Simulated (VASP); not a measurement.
# Si2Ni (Fm-3m) in VASP: notebook

Si2Ni is run at these levels: PBEsol; tasks: single point.

Everything below comes from runs of VASP 6.6.1. Logs are shortened: lines on timing, memory, paths and dates and some standing lists are left out, and cuts for length are marked.

### 1 The cell of the first run

Symmetry: Fm-3m, No. 225, cubic system. The conventional cell has a = 5.337 Å, b = 5.337 Å, c = 5.337 Å, α = 90.00°, β = 90.00°, γ = 90.00°. Within 3.1 Å of Si (site symmetry -43m) lie 4 Ni at 2.31 Å and 6 Si at 2.67 Å. Within 3.1 Å of Ni (site symmetry m-3m) lie 8 Si at 2.31 Å.

### 2 Single point, PBEsol (12.67 Å³/atom)

INCAR

```
SYSTEM = Si2Ni
  PREC = Accurate
  ENCUT = 520
  EDIFF = 1E-6
  ISMEAR = 0
  SIGMA = 0.1
  LREAL = .False.
  LASPH = .True.
  NELM = 80
  ALGO = Normal
  ISIF = 2
  LWAVE = .False.
  LCHARG = .False.
  GGA = PS
  NBANDS = 16
```

KPOINTS

```
regular mesh
0
Gamma
  14 14 14
  0 0 0
```

POSCAR

```
Si2Ni
1.0
    0.0000000000      2.6684401231      2.6684401231
    2.6684401231      0.0000000000      2.6684401231
    2.6684401231      2.6684401231      0.0000000000
Si Ni
2 1
Direct
    0.2500000000      0.2500000000      0.2500000000
    0.7500000000      0.7500000000      0.7500000000
    0.0000000000      0.0000000000      0.0000000000
```

Potentials or basis: VASP PAW PBE potentials, release 64 (Si, Ni).

The run is started by

```console
$ cat potpaw_PBE.64/Si/POTCAR potpaw_PBE.64/Ni/POTCAR > POTCAR
$ mpirun -np 1 vasp_std > vasp.out
```

OUTCAR:

```text
SYSTEM = Si2Ni
   PREC = Accurate
   ENCUT = 520
   EDIFF = 1E-6
   ISMEAR = 0
   LREAL = .False.
   LASPH = .True.
   NELM = 80
   ISIF = 2
   GGA = PS

 ion  position               nearest neighbor table
   1  0.250  0.250  0.250-   3 2.31   3 2.31   3 2.31   3 2.31   2 2.67   2 2.67   2 2.67   2 2.67
                             2 2.67   2 2.67
   2  0.750  0.750  0.750-   3 2.31   3 2.31   3 2.31   3 2.31   1 2.67   1 2.67   1 2.67   1 2.67
                             1 2.67   1 2.67
   3  0.000  0.000  0.000-   2 2.31   2 2.31   2 2.31   1 2.31   2 2.31   1 2.31   1 2.31   1 2.31

  LATTYP: Found a face centered cubic cell.
 ALAT       =     5.3368802462

  Lattice vectors:

 A1 = (   0.0000000000,   2.6684401231,   2.6684401231)
 A2 = (   2.6684401231,   0.0000000000,   2.6684401231)
 A3 = (   2.6684401231,   2.6684401231,   0.0000000000)

Analysis of symmetry for initial positions (statically):
=====================================================================
 Subroutine PRICEL returns:
 Original cell was already a primitive cell.

 Routine SETGRP: Setting up the symmetry group for a
 face centered cubic supercell.

 Subroutine GETGRP returns: Found 48 space group operations
 (whereof 48 operations were pure point group operations)
 out of a pool of 48 trial point group operations.

The static configuration has the point symmetry O_h .

Analysis of symmetry for dynamics (positions and initial velocities):
=====================================================================
 Subroutine PRICEL returns:
 Original cell was already a primitive cell.

 Routine SETGRP: Setting up the symmetry group for a
 face centered cubic supercell.

 Subroutine GETGRP returns: Found 48 space group operations
 (whereof 48 operations were pure point group operations)
 out of a pool of 48 trial point group operations.

The dynamic configuration has the point symmetry O_h .

 Subroutine INISYM returns: Found 48 space group operations
 (whereof 48 operations are pure point group operations),
 and found     1 'primitive' translations

----------------------------------------------------------------------------------------

                                     Primitive cell

  volume of cell :      38.0016

  direct lattice vectors                    reciprocal lattice vectors
     0.000000000  2.668440123  2.668440123    -0.187375387  0.187375387  0.187375387
     2.668440123  0.000000000  2.668440123     0.187375387 -0.187375387  0.187375387
     2.668440123  2.668440123  0.000000000     0.187375387  0.187375387 -0.187375387

  length of vectors
     3.773744212  3.773744212  3.773744212     0.324543690  0.324543690  0.324543690

  position of ions in fractional coordinates (direct lattice)
     0.250000000  0.250000000  0.250000000
     0.750000000  0.750000000  0.750000000
     0.000000000  0.000000000  0.000000000

  ion indices of the primitive-cell ions
   primitive index   ion index
                 1           1
                 2           2
                 3           3

----------------------------------------------------------------------------------------

 KPOINTS: regular mesh

Automatic generation of k-mesh.
 Grid dimensions read from file:
 generate k-points for:   14   14   14

 Generating k-lattice:

  Cartesian coordinates                     Fractional coordinates (reciprocal lattice)
    -0.013383956  0.013383956  0.013383956     0.071428571  0.000000000  0.000000000
     0.013383956 -0.013383956  0.013383956     0.000000000  0.071428571  0.000000000
     0.013383956  0.013383956 -0.013383956     0.000000000  0.000000000  0.071428571

  Length of vectors
     0.023181692  0.023181692  0.023181692

  Shift w.r.t. Gamma in fractional coordinates (k-lattice)
     0.000000000  0.000000000  0.000000000

 Subroutine IBZKPT returns following result:
 ===========================================

 Found    104 irreducible k-points:

 Following reciprocal coordinates:
            Coordinates               Weight
  0.000000  0.000000  0.000000      1.000000
  0.071429  0.000000  0.000000      8.000000
  0.142857  0.000000  0.000000      8.000000
  0.214286  0.000000  0.000000      8.000000
  0.285714  0.000000  0.000000      8.000000
  0.357143  0.000000  0.000000      8.000000
[... 16 lines left out ...]
  0.214286  0.142857  0.000000     24.000000
  0.285714  0.142857  0.000000     24.000000
 [... further k-points ...]
   k-points           NKPTS =    104   k-points in BZ     NKDIM =    104   number of bands    NBANDS=     16
   number of dos      NEDOS =    301   number of ions     NIONS =      3
   total plane-waves  NPLWV =  21952
   dimension x,y,z NGX =    28 NGY =   28 NGZ =   28
   dimension x,y,z NGXF=    56 NGYF=   56 NGZF=   56
   ions per type =               2   1
   NGX,Y,Z   is equivalent  to a cutoff of  12.33, 12.33, 12.33 a.u.
   NGXF,Y,Z  is equivalent  to a cutoff of  24.67, 24.67, 24.67 a.u.
 SYSTEM =  Si2Ni
   PREC   = accura    normal or accurate (medium, high low for compatibility)
   ISTART =      0    job   : 0-new  1-cont  2-samecut
   ICHARG =      2    charge: 1-file 2-atom 10-const
   ISPIN  =      1    spin polarized calculation?
   LNONCOLLINEAR =      F non collinear calculations
   LSORBIT =      F    spin-orbit coupling
   LASPH  =      T    aspherical Exc in radial PAW
   ENCUT  =  520.0 eV  38.22 Ry    6.18 a.u.   7.02  7.02  7.02*2*pi/ulx,y,z
   NELM   =     80;   NELMIN=  2; NELMDL= -5     # of ELM steps
   EDIFF  = 0.1E-05   stopping-criterion for ELM
   LREAL  =      F    real-space projection
   EDIFFG = 0.1E-04   stopping-criterion for IOM
   NSW    =      0    number of steps for IOM
   IBRION =     -1    ionic relax: 0-MD 1-quasi-New 2-CG
   NFREE  =      0    steps in history (QN), initial steepest desc. (CG)
   ISIF   =      2    stress and relaxation
   ISYM   =      2    0-nonsym 1-usesym 2-fastsym
   POTIM  = 0.5000    time-step for ionic-motion
   TEBEG  =    0.0;   TEEND  =   0.0 temperature during run
   PSTRESS=    0.0 pullay stress
   NELECT =      18.0000    total number of electrons
   NUPDOWN=      -1.0000    fix difference up-down
   EMIN   =  10.00;   EMAX   =-10.00  energy-range for DOS
   EFERMI =   0.00;   METHOD = LEGACY
   ISMEAR =     0;   SIGMA  =   0.10  broadening in eV -4-tet -1-fermi 0-gaus
   EFERMI_NEDOS =   21; number of points for ismear=-14 and -15
   IALGO  =     38    algorithm
   IMIX   =      4    mixing-type and parameters
     AMIX     =   0.40;   BMIX     =  1.00
     AMIX_MAG =   1.60;   BMIX_MAG =  1.00
  volume/ion in A,a.u.               =      12.67        85.48
  Fermi-wavevector in a.u.,A,eV,Ry     =   1.276140  2.411554 22.157529  1.628532
  Thomas-Fermi vector in A             =   2.408813
   LORBIT       =      0    0 simple, 1 ext, 2 COOP (PROOUT), +10 PAW based schemes
   GGA     = PS    functional components
   LHFCALC =     F    Hartree Fock is set to
   AEXX    =    0.0000 exact exchange contribution
   IVDW    =     0    specifies the selected vdW correction
   LEPSILON=     F    determine dielectric tensor
   LRPA    =     F    only Hartree local field effects (RPA)
 non-spin polarized calculation
 Gauss-broadening in eV      SIGMA  =   0.10
  energy-cutoff  :      520.00
  volume of cell :       38.00
 maximum number of plane-waves:      1035
   NGX = 13   NGY = 13   NGZ = 13

 number of electron      17.9999990 magnetization

 Free energy of the ion-electron system (eV)
  ---------------------------------------------------
  ext. energy  EPLUGINS =         0.00000000
  ---------------------------------------------------
  free energy    TOTEN  =       -18.96407789 eV

  energy without entropy =      -18.95953912  energy(sigma->0) =      -18.96180850

 E-fermi :  11.0108     XC(G=0): -11.8755

 val. band max:       10.9823145131   @ k =   0.0000   0.0000   0.0000
 cond. band min:      11.0332945652   @ k =   0.1429   0.0714   0.0000
 fundamental gap:      0.0509800520
 Fermi energy:        11.0108221941

 k-point     1 :       0.0000    0.0000    0.0000
  band No.  band energies     occupation
      1      -3.2844      2.00000
      2       5.4698      2.00000
      3       5.4698      2.00000
      4       5.4698      2.00000
      5       7.2056      2.00000
      6       7.2056      2.00000
[... 8 lines left out ...]
     15      15.7391      0.00000
     16      15.7391      0.00000

 k-point     2 :       0.0714    0.0000    0.0000
  band No.  band energies     occupation
      1      -3.2064      2.00000
      2       5.3243      2.00000
      3       5.4948      2.00000
      4       5.4948      2.00000
      5       7.1902      2.00000
      6       7.1902      2.00000
[... 8 lines left out ...]
     15      15.3886      0.00000
     16      15.5870      0.00000

 k-point     3 :       0.1429    0.0000    0.0000
  band No.  band energies     occupation
      1      -2.9733      2.00000
      2       4.9036      2.00000
      3       5.5649      2.00000
      4       5.5649      2.00000
      5       7.1539      2.00000
      6       7.1539      2.00000
[... 8 lines left out ...]
     15      15.1707      0.00000
     16      15.5936      0.00000

 k-point     4 :       0.2143    0.0000    0.0000
  band No.  band energies     occupation
      1      -2.5881      2.00000
      2       4.2401      2.00000
      3       5.6643      2.00000
      4       5.6643      2.00000
      5       7.1241      2.00000
      6       7.1241      2.00000
[... 8 lines left out ...]
     15      15.8820      0.00000
     16      16.6847      0.00000
[... 324 lines left out ...]
 k-point    22 :       0.1429    0.1429    0.0000
  band No.  band energies     occupation
      1      -2.8696      2.00000
      2       4.9664      2.00000
      3       5.5153      2.00000
      4       5.5153      2.00000
      5       6.9311      2.00000
      6       7.2848      2.00000
[... 8 lines left out ...]
     15      16.3660      0.00000
     16      16.3660      0.00000

 k-point    23 :       0.2143    0.1429    0.0000
  band No.  band energies     occupation
      1      -2.5868      2.00000
      2       4.6037      2.00000
      3       5.5617      2.00000
      4       5.5869      2.00000
      5       6.7800      2.00000
      6       7.3150      2.00000
[... 8 lines left out ...]
     15      17.0578      0.00000
     16      17.1781      0.00000

 k-point    24 :       0.2857    0.1429    0.0000
  band No.  band energies     occupation
      1      -2.1547      2.00000
      2       3.9902      2.00000
      3       5.6412      2.00000
      4       5.6811      2.00000
      5       6.6573      2.00000
      6       7.3461      2.00000
[... 8 lines left out ...]
     15      18.0702      0.00000
     16      18.3609      0.00000

 [... further k-points ...]

------------------------ aborting loop because EDIFF is reached ----------------------------------------

  FORCE on cell =-STRESS in cart. coord.  units (eV):
  Direction    XX          YY          ZZ          XY          YZ          ZX
  --------------------------------------------------------------------------------------
  -------------------------------------------------------------------------------------
  Total        1.2423552      1.2423552      1.2423552     -0.0000000     -0.0000000      0.0000000
  in kB       52.3786101     52.3786101     52.3786101     -0.0000000     -0.0000000      0.0000000
  external PRESSURE =      52.3786101 kB  Pullay stress =       0.0000000 kB

 VOLUME and BASIS-vectors are now :
 -----------------------------------------------------------------------------
  energy-cutoff  :      520.00
  volume of cell :       38.00
      direct lattice vectors                 reciprocal lattice vectors
     0.000000000  2.668440123  2.668440123    -0.187375387  0.187375387  0.187375387
     2.668440123  0.000000000  2.668440123     0.187375387 -0.187375387  0.187375387
     2.668440123  2.668440123  0.000000000     0.187375387  0.187375387 -0.187375387

 POSITION                                       TOTAL-FORCE (eV/Angst)
 -----------------------------------------------------------------------------------
      1.33422      1.33422      1.33422        -0.000000      0.000000     -0.000000
      4.00266      4.00266      4.00266         0.000000     -0.000000      0.000000
      0.00000      0.00000      0.00000        -0.000000      0.000000     -0.000000
 -----------------------------------------------------------------------------------
    total drift:                               -0.000000     -0.000000      0.000000

  FREE ENERGIE OF THE ION-ELECTRON SYSTEM (eV)
  ---------------------------------------------------
  free  energy   TOTEN  =       -18.9640778860 eV

  energy  without entropy=      -18.9595391225  energy(sigma->0) =      -18.96180850
```

It took 1.7 min on 1 thread of Intel Xeon 8259CL, shared host; peak memory 0.2 GiB.

Results:

```yaml
Free_energy: -18.9641 eV
Pressure: 5.2 GPa
Band_gap_on_the_k_mesh: zero (bands 9 and 10 overlap by 2.13 eV)
```

Caveat: the cell stands under pressure; the PAW data sets were made with another functional, which shifts forces and pressure a little.

### 3 Single point, PBEsol

This run uses another cell than the first one, of 13.06 Å³/atom.

INCAR

```
SYSTEM = Si2Ni
PREC = Accurate ; ENCUT = 520
EDIFF = 1E-6 ; ISMEAR = 0
SIGMA = 0.1 ; LREAL = .FALSE.
LASPH = .TRUE. ; NELM = 100
ALGO = Normal ; ISIF = 2
LWAVE = .FALSE. ; LCHARG = .TRUE.
GGA = PS ; LELF = .TRUE.
LVHAR = .TRUE. ; NBANDS = 16
```

KPOINTS

```
Automatic mesh
0
G
  14 14 14
  0 0 0
```

POSCAR

```
Si2Ni
1.0
    0.0000000000      2.6956709847      2.6956709847
    2.6956709847      0.0000000000      2.6956709847
    2.6956709847      2.6956709847      0.0000000000
Si Ni
2 1
Direct
    0.2500000000      0.2500000000      0.2500000000
    0.7500000000      0.7500000000      0.7500000000
    0.0000000000      0.0000000000      0.0000000000
```

Potentials or basis: VASP PAW PBE potentials, release 64 (Si, Ni).

The run is started by

```console
$ cat potpaw_PBE.64/Si/POTCAR potpaw_PBE.64/Ni/POTCAR > POTCAR
$ mpirun -np 1 vasp_std > vasp.out
```

Wall time 1.7 min (1 thread of Intel Xeon 8259CL, shared host); peak memory 0.2 GiB.

It converged, with:

```yaml
Free_energy: -18.9837 eV
Pressure: 0.1 GPa
Band_gap_on_the_k_mesh: zero (bands 9 and 10 overlap by 2.13 eV)
```

Levels at points of the mesh, in eV from the Fermi level:
```tsv
k point	band 6	band 7	band 8	band 9	band 10	band 11	band 12	band 13
(0.00, 0.00, 0.00)	-3.61	-0.25	1.68	1.68	1.68	2.19	2.19	2.19
(0.50, 0.00, 0.00)	-3.42	-3.42	-1.51	-1.51	1.71	1.77	1.77	2.61
(0.50, 0.50, 0.00)	-3.71	-3.71	-3.54	-3.20	-0.45	1.28	7.71	8.33
```

Caveat: the PAW data sets were made with another functional, which shifts forces and pressure a little. Spin polarisation is off, so any magnetic state and its effect on volume and gap are missing.

### 4 Single point, PBEsol (13.45 Å³/atom)

This run uses another cell than the first one, of 13.45 Å³/atom.

INCAR

```
SYSTEM = Si2Ni
  PREC = Accurate
  ENCUT = 520
  EDIFF = 1E-7
  ISMEAR = 0
  SIGMA = 0.1
  LREAL = .FALSE.
  LASPH = .TRUE.
  NELM = 100
  ALGO = Normal
  ISIF = 2
  LWAVE = .FALSE.
  LCHARG = .FALSE.
  GGA = PS
  NBANDS = 16
```

KPOINTS is that of step 3.

POSCAR

```
Si2Ni
1.0
    0.0000000000      2.7223625323      2.7223625323
    2.7223625323      0.0000000000      2.7223625323
    2.7223625323      2.7223625323      0.0000000000
Si Ni
2 1
Direct
    0.2500000000      0.2500000000      0.2500000000
    0.7500000000      0.7500000000      0.7500000000
    0.0000000000      0.0000000000      0.0000000000
```

Potentials or basis: VASP PAW PBE potentials, release 64 (Si, Ni).

The run is started by

```console
$ cat potpaw_PBE.64/Si/POTCAR potpaw_PBE.64/Ni/POTCAR > POTCAR
$ mpirun -np 1 vasp_std > vasp.out
```

OUTCAR:

```text
SYSTEM = Si2Ni
   PREC = Accurate
   ENCUT = 520
   EDIFF = 1E-7
   ISMEAR = 0
   LREAL = .FALSE.
   LASPH = .TRUE.
   NELM = 100
   ISIF = 2
   GGA = PS

 ion  position               nearest neighbor table
   1  0.250  0.250  0.250-   3 2.36   3 2.36   3 2.36   3 2.36   2 2.72   2 2.72   2 2.72   2 2.72
                             2 2.72   2 2.72
   2  0.750  0.750  0.750-   3 2.36   3 2.36   3 2.36   3 2.36   1 2.72   1 2.72   1 2.72   1 2.72
                             1 2.72   1 2.72
   3  0.000  0.000  0.000-   2 2.36   2 2.36   2 2.36   1 2.36   2 2.36   1 2.36   1 2.36   1 2.36

  LATTYP: Found a face centered cubic cell.
[... 654 lines left out ...]
  --------------------------------------------------------------------------------------
  -------------------------------------------------------------------------------------
  Total       -1.0759084     -1.0759084     -1.0759084     -0.0000000      0.0000000     -0.0000000
  in kB      -42.7186970    -42.7186970    -42.7186970     -0.0000000      0.0000000     -0.0000000
  external PRESSURE =     -42.7186970 kB  Pullay stress =       0.0000000 kB

 VOLUME and BASIS-vectors are now :
 -----------------------------------------------------------------------------
  energy-cutoff  :      520.00
  volume of cell :       40.35
      direct lattice vectors                 reciprocal lattice vectors
     0.000000000  2.722362532  2.722362532    -0.183664003  0.183664003  0.183664003
     2.722362532  0.000000000  2.722362532     0.183664003 -0.183664003  0.183664003
     2.722362532  2.722362532  0.000000000     0.183664003  0.183664003 -0.183664003

 POSITION                                       TOTAL-FORCE (eV/Angst)
 -----------------------------------------------------------------------------------
      1.36118      1.36118      1.36118         0.000000      0.000000      0.000000
      4.08354      4.08354      4.08354        -0.000000     -0.000000     -0.000000
      0.00000      0.00000      0.00000        -0.000000     -0.000000     -0.000000
 -----------------------------------------------------------------------------------
    total drift:                                0.000000     -0.000000     -0.000000

  FREE ENERGIE OF THE ION-ELECTRON SYSTEM (eV)
  ---------------------------------------------------
  free  energy   TOTEN  =       -18.9682912636 eV

  energy  without entropy=      -18.9641979948  energy(sigma->0) =      -18.96624463
```

stdout:

```text
POSCAR found type information on POSCAR SiNi
 POSCAR found :  2 types and       3 ions
 scaLAPACK will be used
 -----------------------------------------------------------------------------
|                                                                             |
|                                                                             |
|     You enforced a specific xc type in the INCAR file but a different       |
|     I HOPE YOU KNOW WHAT YOU ARE DOING!                                     |
|                                                                             |
 -----------------------------------------------------------------------------

 LDA part: xc-table for (Slater+PW92), standard interpolation
 POSCAR, INCAR and KPOINTS ok, starting setup
 FFT: planning ... GRIDC
 FFT: planning ... GRID_SOFT
 FFT: planning ... GRID
 WAVECAR not read
 entering main loop
```

Wall time 2.3 min (1 thread of Intel Xeon 8259CL, shared host); peak memory 0.21 GiB.

Results:

```yaml
Free_energy: -18.9683 eV
Pressure: -4.3 GPa
Band_gap_on_the_k_mesh: zero (bands 9 and 10 overlap by 2.15 eV)
```

Caveat: the cell stands under tension; the PAW data sets were made with another functional, which shifts forces and pressure a little. Spin polarisation is off, so any magnetic state and its effect on volume and gap are missing.

(Continued in part 2 of 2.)
